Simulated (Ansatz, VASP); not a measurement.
## One calculation of AgCl, two programs

The input POSCAR:

```
AgCl
1.0
    3.2254690775      0.0000000000      0.0000000000
    0.0000000000      3.2254690775      0.0000000000
    0.0000000000      0.0000000000      3.5518032843
Ag Cl
1 1
Direct
    0.0000000000      0.0000000000      0.0000000000
    0.5000000000      0.5000000000      0.5000000000
```

Contents of INCAR.step1:

```
SYSTEM = AgCl
ALGO = Normal
EDIFF = 1E-4
ENCUT = 520
GGA = PE
ISMEAR = 0
LASPH = .TRUE.
LCHARG = .FALSE.
LREAL = .FALSE.
LWAVE = .TRUE.
NBANDS = 16
NELM = 100
PREC = Accurate
SIGMA = 0.01
```

Contents of INCAR.step2:

```
SYSTEM = AgCl
ALGO = Normal
EDIFF = 1E-7
ENCUT = 520
ISIF = 2
ISMEAR = 0
ISTART = 1
LASPH = .TRUE.
LCHARG = .FALSE.
LMIXTAU = .TRUE.
LREAL = .FALSE.
LWAVE = .FALSE.
METAGGA = R2SCAN
NBANDS = 16
NELM = 100
PREC = Accurate
SIGMA = 0.01
```

File KPOINTS:

```
k-points
0
G
  8 8 8
  0 0 0
```

Input for Ansatz:

```yaml
crystal:
  lattice:
    - [3.2254690775, 0.0, 0.0]
    - [0.0, 3.2254690775, 0.0]
    - [0.0, 0.0, 3.5518032843]
  atoms:
    - { symbol: Ag, position: [0.0, 0.0, 0.0] }
    - { symbol: Cl, position: [0.5, 0.5, 0.5] }
kpoints:
  mp_grid: { grid: [8, 8, 8] }
  band_path:
    path:
      - [0.0, 0.0, 0.0]
      - [0.0, 0.5, 0.0]
      - [0.5, 0.5, 0.0]
      - [0.5, 0.5, 0.5]
      - [0.0, 0.0, 0.5]
    npoints: 1
hamiltonian:
  xc: r2scan
scf:
  occupations: { method: fixed }
  n_extra_bands: 4
output:
  forces: true
  stress: true
  eigenvalues: true
```

Change from the starting cell: epitaxial_xy strain -5.0%.

Alike in both runs: task single point; functional r2SCAN; k mesh 8 × 8 × 8; no spin polarisation.

|  | VASP | Ansatz |
| --- | --- | --- |
| version | VASP 6.6.1 | Ansatz 0.2.0 |
| potentials or method | VASP PAW PBE potentials, release 64 (Ag, Cl) | plane waves, PAW |
| plane-wave cutoff (eV) | 520 | 500 |
| occupations | gaussian, width 0.01 eV | fixed |
| valence electrons in the cell | 18 | 26 |

```csv
,VASP,Ansatz,Ansatz less VASP
gap on the k mesh at the Fermi level (eV),1.07,1.11,+0.038
pressure (GPa),3.8,3.9,+0.08
"traceless stress, the component that is largest in VASP (GPa)",-3.82,-3.87,-0.053
```

VASP's potentials were made for PBE, not for r2SCAN. VASP's potentials hold 18 valence electrons a cell and Ansatz's 26, so a difference there can come from the potentials and not from the codes.
